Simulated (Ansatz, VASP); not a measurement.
**One calculation of ZrZnN, two programs**

```
Zr Zn N
1.0
     3.25402    0.00000    0.00000
     0.00000    3.25402    0.00000
     0.00000    0.00000    7.53171
Zr Zn N
2 2 2
Direct
  0.00000 0.50000 0.35263
  0.50000 0.00000 0.64737
  0.00000 0.50000 0.92987
  0.50000 0.00000 0.07013
  0.00000 0.50000 0.65183
  0.50000 0.00000 0.34817
```

Change from the starting cell: species swapped into the TaMoN type (P4/nmm, No. 129).

Alike in both runs: functional PBE; k mesh 12 × 12 × 6; occupations gaussian, width 0.1 eV; no spin polarisation.

Ansatz relaxed the structure, and its values are those at the end. VASP's run is a single point on that final structure, the one shown.

|  | VASP | Ansatz |
| --- | --- | --- |
| version | VASP 6.6.1 | Ansatz 0.2.0 |
| potentials or method | VASP PAW PBE potentials, release 64 (Zr_sv, Zn, N), cutoff 520 eV | scalar-relativistic, plane waves, PAW |
| valence electrons in the cell | 58 | 58 |

```csv
,VASP,Ansatz,Ansatz less VASP
gap on the k mesh at the Fermi level (eV),none,none,-
pressure (GPa),0.3,0.0,-0.33
rms of the force components (eV/Å),0.011,0.000,-0.0105
```

A gap of «none» marks a metal or a gap that the smearing closes. The functional is the same, so the differences come from potentials, cutoffs and numerics.
